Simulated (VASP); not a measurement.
# Sc4AlAs (P4/mmm) in VASP: single point with PBE

Aim: the single point of Sc4AlAs with PBE.

All numbers are computed with VASP 6.6.1; they aren't measurements. Logs are shortened: lines on timing, memory, paths and dates and some standing lists are left out, and cuts for length are marked.

### 1 The cell of the first run

It takes space group P4/mmm (No. 123, tetragonal). Conventional cell: a = 4.649 Å, b = 4.649 Å, c = 6.556 Å, α = 90.00°, β = 90.00°, γ = 90.00°. Within 3.7 Å of Sc (site symmetry 2mm) lie 2 Al at 2.84 Å and 2 As at 2.85 Å and 6 Sc at 3.27 to 3.29 Å. Al (site symmetry 4/mmm) has 8 Sc at 2.84 Å within 3.7 Å. Within 3.8 Å of As (site symmetry 4/mmm) lie 8 Sc at 2.85 Å.

The cell was built from a structure type or drawn by symmetry, and may not be a known phase.

### 2 Single point, PBE

The input, INCAR:

```
SYSTEM = Sc4AlAs
PREC = Accurate
ENCUT = 520
EDIFF = 1E-7
ISMEAR = 0
SIGMA = 0.1
LREAL = .FALSE.
LASPH = .TRUE.
NELM = 60
ALGO = Normal
ISIF = 2
LWAVE = .FALSE.
LCHARG = .FALSE.
GGA = PE
NBANDS = 35
```

The input, KPOINTS:

```
regular mesh
0
G
  4 4 4
  0 0 0
```

The input, POSCAR:

```
Sc4AlAs
1.0
    4.6491239200      0.0000000000      0.0000000000
    0.0000000000      4.6491239200      0.0000000000
    0.0000000000      0.0000000000      6.5558843800
Sc Al As
4 1 1
Direct
    0.5000000000      0.0000000000      0.7490356600
    0.0000000000      0.5000000000      0.2509643400
    0.5000000000      0.0000000000      0.2509643400
    0.0000000000      0.5000000000      0.7490356600
    0.5000000000      0.5000000000      0.5000000000
    0.0000000000      0.0000000000      0.0000000000
```

Potentials or basis: VASP PAW PBE potentials, release 64 (Sc_sv, Al, As).

Launch:

```sh
$ cat potpaw_PBE.64/Sc_sv/POTCAR potpaw_PBE.64/Al/POTCAR potpaw_PBE.64/As/POTCAR > POTCAR
$ mpirun -np 1 vasp_std > vasp.out
```

OUTCAR:

```text
SYSTEM = Sc4AlAs
   PREC = Accurate
   ENCUT = 520
   EDIFF = 1E-7
   ISMEAR = 0
   LREAL = .FALSE.
   LASPH = .TRUE.
   NELM = 60
   ISIF = 2
   GGA = PE

 ion  position               nearest neighbor table
   1  0.500  0.000  0.749-   5 2.84   5 2.84   6 2.85   6 2.85   3 3.27   4 3.29   4 3.29   4 3.29
                             4 3.29   3 3.29
   2  0.000  0.500  0.251-   5 2.84   5 2.84   6 2.85   6 2.85   4 3.27   3 3.29   3 3.29   3 3.29
                             3 3.29   4 3.29
   3  0.500  0.000  0.251-   5 2.84   5 2.84   6 2.85   6 2.85   1 3.27   2 3.29   2 3.29   2 3.29
                             2 3.29   1 3.29
   4  0.000  0.500  0.749-   5 2.84   5 2.84   6 2.85   6 2.85   2 3.27   1 3.29   1 3.29   1 3.29
                             1 3.29   2 3.29
   5  0.500  0.500  0.500-   1 2.84   2 2.84   3 2.84   4 2.84   1 2.84   3 2.84   2 2.84   4 2.84

   6  0.000  0.000  0.000-   1 2.85   2 2.85   3 2.85   4 2.85   2 2.85   4 2.85   1 2.85   3 2.85

  LATTYP: Found a simple tetragonal cell.
 ALAT       =     4.6491239200
 C/A-ratio  =     1.4101332838

  Lattice vectors:

 A1 = (   4.6491239200,   0.0000000000,   0.0000000000)
 A2 = (   0.0000000000,   4.6491239200,   0.0000000000)
 A3 = (   0.0000000000,   0.0000000000,   6.5558843800)

Analysis of symmetry for initial positions (statically):
=====================================================================
 Subroutine PRICEL returns:
 Original cell was already a primitive cell.

 Routine SETGRP: Setting up the symmetry group for a
 simple tetragonal supercell.

 Subroutine GETGRP returns: Found 16 space group operations
 (whereof 16 operations were pure point group operations)
 out of a pool of 16 trial point group operations.

The static configuration has the point symmetry D_4h.

Analysis of symmetry for dynamics (positions and initial velocities):
=====================================================================
 Subroutine PRICEL returns:
 Original cell was already a primitive cell.

 Routine SETGRP: Setting up the symmetry group for a
 simple tetragonal supercell.

 Subroutine GETGRP returns: Found 16 space group operations
 (whereof 16 operations were pure point group operations)
 out of a pool of 16 trial point group operations.

The dynamic configuration has the point symmetry D_4h.

 Subroutine INISYM returns: Found 16 space group operations
 (whereof 16 operations are pure point group operations),
 and found     1 'primitive' translations

----------------------------------------------------------------------------------------

                                     Primitive cell

  volume of cell :     141.7012

  direct lattice vectors                    reciprocal lattice vectors
     4.649123920  0.000000000  0.000000000     0.215094288  0.000000000  0.000000000
     0.000000000  4.649123920  0.000000000     0.000000000  0.215094288  0.000000000
     0.000000000  0.000000000  6.555884380     0.000000000  0.000000000  0.152534722

  length of vectors
     4.649123920  4.649123920  6.555884380     0.215094288  0.215094288  0.152534722

  position of ions in fractional coordinates (direct lattice)
     0.500000000  0.000000000  0.749035660
     0.000000000  0.500000000  0.250964340
     0.500000000  0.000000000  0.250964340
     0.000000000  0.500000000  0.749035660
     0.500000000  0.500000000  0.500000000
     0.000000000  0.000000000  0.000000000

  ion indices of the primitive-cell ions
   primitive index   ion index
                 1           1
                 2           2
                 3           3
                 4           4
                 5           5
                 6           6

----------------------------------------------------------------------------------------

 KPOINTS: regular mesh

Automatic generation of k-mesh.
 Grid dimensions read from file:
 generate k-points for:    4    4    4

 Generating k-lattice:

  Cartesian coordinates                     Fractional coordinates (reciprocal lattice)
     0.053773572  0.000000000  0.000000000     0.250000000  0.000000000  0.000000000
     0.000000000  0.053773572  0.000000000     0.000000000  0.250000000  0.000000000
     0.000000000  0.000000000  0.038133680     0.000000000  0.000000000  0.250000000

  Length of vectors
     0.053773572  0.053773572  0.038133680

  Shift w.r.t. Gamma in fractional coordinates (k-lattice)
     0.000000000  0.000000000  0.000000000

 Subroutine IBZKPT returns following result:
 ===========================================

 Found     18 irreducible k-points:

 Following reciprocal coordinates:
            Coordinates               Weight
  0.000000  0.000000  0.000000      1.000000
  0.250000  0.000000  0.000000      4.000000
  0.500000  0.000000  0.000000      2.000000
  0.250000  0.250000  0.000000      4.000000
  0.500000  0.250000  0.000000      4.000000
  0.500000  0.500000  0.000000      1.000000
[... 10 lines left out ...]
  0.500000  0.250000  0.500000      4.000000
  0.500000  0.500000  0.500000      1.000000
   k-points           NKPTS =     18   k-points in BZ     NKDIM =     18   number of bands    NBANDS=     35
   number of dos      NEDOS =    301   number of ions     NIONS =      6
   total plane-waves  NPLWV =  64800
   dimension x,y,z NGX =    36 NGY =   36 NGZ =   50
   dimension x,y,z NGXF=    72 NGYF=   72 NGZF=  100
   ions per type =               4   1   1
   NGX,Y,Z   is equivalent  to a cutoff of  12.87, 12.87, 12.68 a.u.
   NGXF,Y,Z  is equivalent  to a cutoff of  25.75, 25.75, 25.36 a.u.
 SYSTEM =  Sc4AlAs
   PREC   = accura    normal or accurate (medium, high low for compatibility)
   ISTART =      0    job   : 0-new  1-cont  2-samecut
   ICHARG =      2    charge: 1-file 2-atom 10-const
   ISPIN  =      1    spin polarized calculation?
   LNONCOLLINEAR =      F non collinear calculations
   LSORBIT =      F    spin-orbit coupling
   LASPH  =      T    aspherical Exc in radial PAW
   ENCUT  =  520.0 eV  38.22 Ry    6.18 a.u.   8.64  8.64 12.19*2*pi/ulx,y,z
   NELM   =     60;   NELMIN=  2; NELMDL= -5     # of ELM steps
   EDIFF  = 0.1E-06   stopping-criterion for ELM
   LREAL  =      F    real-space projection
   EDIFFG = 0.1E-05   stopping-criterion for IOM
   NSW    =      0    number of steps for IOM
   IBRION =     -1    ionic relax: 0-MD 1-quasi-New 2-CG
   NFREE  =      0    steps in history (QN), initial steepest desc. (CG)
   ISIF   =      2    stress and relaxation
   ISYM   =      2    0-nonsym 1-usesym 2-fastsym
   POTIM  = 0.5000    time-step for ionic-motion
   TEBEG  =    0.0;   TEEND  =   0.0 temperature during run
   PSTRESS=    0.0 pullay stress
   NELECT =      52.0000    total number of electrons
   NUPDOWN=      -1.0000    fix difference up-down
   EMIN   =  10.00;   EMAX   =-10.00  energy-range for DOS
   EFERMI =   0.00;   METHOD = LEGACY
   ISMEAR =     0;   SIGMA  =   0.10  broadening in eV -4-tet -1-fermi 0-gaus
   EFERMI_NEDOS =   21; number of points for ismear=-14 and -15
   IALGO  =     38    algorithm
   IMIX   =      4    mixing-type and parameters
     AMIX     =   0.40;   BMIX     =  1.00
     AMIX_MAG =   1.60;   BMIX_MAG =  1.00
  volume/ion in A,a.u.               =      23.62       159.37
  Fermi-wavevector in a.u.,A,eV,Ry     =   1.172064  2.214880 18.690795  1.373735
  Thomas-Fermi vector in A             =   2.308499
   LORBIT       =      0    0 simple, 1 ext, 2 COOP (PROOUT), +10 PAW based schemes
   GGA     = PE    functional components
   LHFCALC =     F    Hartree Fock is set to
   AEXX    =    0.0000 exact exchange contribution
   IVDW    =     0    specifies the selected vdW correction
   LEPSILON=     F    determine dielectric tensor
   LRPA    =     F    only Hartree local field effects (RPA)
 non-spin polarized calculation
 Gauss-broadening in eV      SIGMA  =   0.10
  energy-cutoff  :      520.00
  volume of cell :      141.70
 maximum number of plane-waves:      3848
 NGX is ok and might be reduce to    36
   NGX = 17   NGY = 17   NGZ = 25

 number of electron      51.9999978 magnetization

 Free energy of the ion-electron system (eV)
  ---------------------------------------------------
  ext. energy  EPLUGINS =         0.00000000
  ---------------------------------------------------
  free energy    TOTEN  =       -35.98382331 eV

  energy without entropy =      -35.95069826  energy(sigma->0) =      -35.96726079

 E-fermi :   4.1140     XC(G=0):  -9.6719

 val. band max:        4.1036578007   @ k =   0.5000   0.5000   0.2500
 cond. band min:       4.1956763732   @ k =   0.5000   0.5000   0.5000
 fundamental gap:      0.0920185725
 Fermi energy:         4.1140372855

 k-point     1 :       0.0000    0.0000    0.0000
  band No.  band energies     occupation
      1     -45.6252      2.00000
      2     -45.6056      2.00000
      3     -45.5880      2.00000
      4     -45.5695      2.00000
      5     -24.3833      2.00000
      6     -24.3469      2.00000
[... 27 lines left out ...]
     34       6.0860      0.00000
     35       6.8961      0.00000

 k-point     2 :       0.2500    0.0000    0.0000
  band No.  band energies     occupation
      1     -45.6197      2.00000
      2     -45.6003      2.00000
      3     -45.5933      2.00000
      4     -45.5748      2.00000
      5     -24.3746      2.00000
      6     -24.3338      2.00000
[... 27 lines left out ...]
     34       6.2165      0.00000
     35       6.3840      0.00000

 k-point     3 :       0.5000    0.0000    0.0000
  band No.  band energies     occupation
      1     -45.6065      2.00000
      2     -45.6065      2.00000
      3     -45.5875      2.00000
      4     -45.5874      2.00000
      5     -24.3541      2.00000
      6     -24.3532      2.00000
[... 27 lines left out ...]
     34       5.7571      0.00000
     35       6.2333      0.00000

 k-point     4 :       0.2500    0.2500    0.0000
  band No.  band energies     occupation
      1     -45.6158      2.00000
      2     -45.5971      2.00000
      3     -45.5964      2.00000
      4     -45.5784      2.00000
      5     -24.3731      2.00000
      6     -24.3651      2.00000
[... 27 lines left out ...]
     34       6.0540      0.00000
     35       6.0917      0.00000

 k-point     5 :       0.5000    0.2500    0.0000
  band No.  band energies     occupation
      1     -45.6064      2.00000
      2     -45.6064      2.00000
      3     -45.5874      2.00000
      4     -45.5873      2.00000
      5     -24.3775      2.00000
      6     -24.3528      2.00000
[... 410 lines left out ...]
 k-point    16 :       0.2500    0.2500    0.5000
  band No.  band energies     occupation
      1     -45.6063      2.00000
      2     -45.6060      2.00000
      3     -45.5880      2.00000
      4     -45.5876      2.00000
      5     -24.3580      2.00000
      6     -24.3525      2.00000
[... 27 lines left out ...]
     34       5.7809      0.00000
     35       6.2281      0.00000

 k-point    17 :       0.5000    0.2500    0.5000
  band No.  band energies     occupation
      1     -45.5970      2.00000
      2     -45.5970      2.00000
      3     -45.5967      2.00000
      4     -45.5967      2.00000
      5     -24.3653      2.00000
      6     -24.3573      2.00000
[... 27 lines left out ...]
     34       5.9035      0.00000
     35       5.9686      0.00000

 k-point    18 :       0.5000    0.5000    0.5000
  band No.  band energies     occupation
      1     -45.5969      2.00000
      2     -45.5969      2.00000
      3     -45.5967      2.00000
      4     -45.5967      2.00000
      5     -24.3998      2.00000
      6     -24.3907      2.00000
[... 27 lines left out ...]
     34       5.8534      0.00000
     35       5.8594      0.00000

------------------------ aborting loop because EDIFF is reached ----------------------------------------

  FORCE on cell =-STRESS in cart. coord.  units (eV):
  Direction    XX          YY          ZZ          XY          YZ          ZX
  --------------------------------------------------------------------------------------
  -------------------------------------------------------------------------------------
  Total       -0.5448761     -0.5448761     -1.2881854      0.0000000     -0.0000000     -0.0000000
  in kB       -6.1607676     -6.1607676    -14.5651661      0.0000000     -0.0000000     -0.0000000
  external PRESSURE =      -8.9622338 kB  Pullay stress =       0.0000000 kB

 VOLUME and BASIS-vectors are now :
 -----------------------------------------------------------------------------
  energy-cutoff  :      520.00
  volume of cell :      141.70
      direct lattice vectors                 reciprocal lattice vectors
     4.649123920  0.000000000  0.000000000     0.215094288  0.000000000  0.000000000
     0.000000000  4.649123920  0.000000000     0.000000000  0.215094288  0.000000000
     0.000000000  0.000000000  6.555884380     0.000000000  0.000000000  0.152534722

 POSITION                                       TOTAL-FORCE (eV/Angst)
 -----------------------------------------------------------------------------------
      2.32456      0.00000      4.91059         0.000000     -0.000000      0.017923
      0.00000      2.32456      1.64529         0.000000      0.000000     -0.017923
      2.32456      0.00000      1.64529        -0.000000     -0.000000     -0.017923
      0.00000      2.32456      4.91059         0.000000     -0.000000      0.017923
      2.32456      2.32456      3.27794         0.000000     -0.000000     -0.000000
      0.00000      0.00000      0.00000         0.000000     -0.000000     -0.000000
 -----------------------------------------------------------------------------------
    total drift:                                0.000000     -0.000000      0.000000

  FREE ENERGIE OF THE ION-ELECTRON SYSTEM (eV)
  ---------------------------------------------------
  free  energy   TOTEN  =       -35.9838233145 eV

  energy  without entropy=      -35.9506982579  energy(sigma->0) =      -35.96726079
```

Run time: 2.2 min. Hardware: 1 thread of Intel Xeon 8259CL, shared host; peak memory 0.28 GiB.

Results:

* Free energy: -35.9838 eV
* Pressure: -0.9 GPa
* Largest force: 0.018 eV/Å
* Band gap on the k mesh: zero (bands 26 and 27 overlap by 0.85 eV)

Forces on the atoms (eV/Å):
```
Sc   0.000  0.000  0.018
Sc   0.000  0.000 -0.018
Sc   0.000  0.000 -0.018
Sc   0.000  0.000  0.018
Al   0.000  0.000  0.000
As   0.000  0.000  0.000
```

Stress tensor (GPa, compression positive):
```
-0.62  0.00  0.00
 0.00 -0.62  0.00
 0.00  0.00 -1.46
```

Levels at points of the mesh, in eV from the Fermi level:
```tsv
k point	band 24	band 25	band 26	band 27	band 28	band 29
(0.00, 0.00, 0.00)	-0.69	-0.69	-0.34	-0.34	-0.25	0.31
(0.50, 0.00, 0.00)	-0.70	-0.15	-0.13	0.47	0.55	0.78
(0.50, 0.50, 0.00)	-1.12	-0.97	-0.22	-0.22	-0.10	0.29
(0.00, 0.00, 0.50)	-0.78	-0.36	-0.24	-0.05	-0.04	0.97
(0.50, 0.00, 0.50)	-0.65	0.48	0.51	0.59	0.62	1.18
(0.50, 0.50, 0.50)	-1.21	-0.69	0.08	0.42	0.42	0.61
```
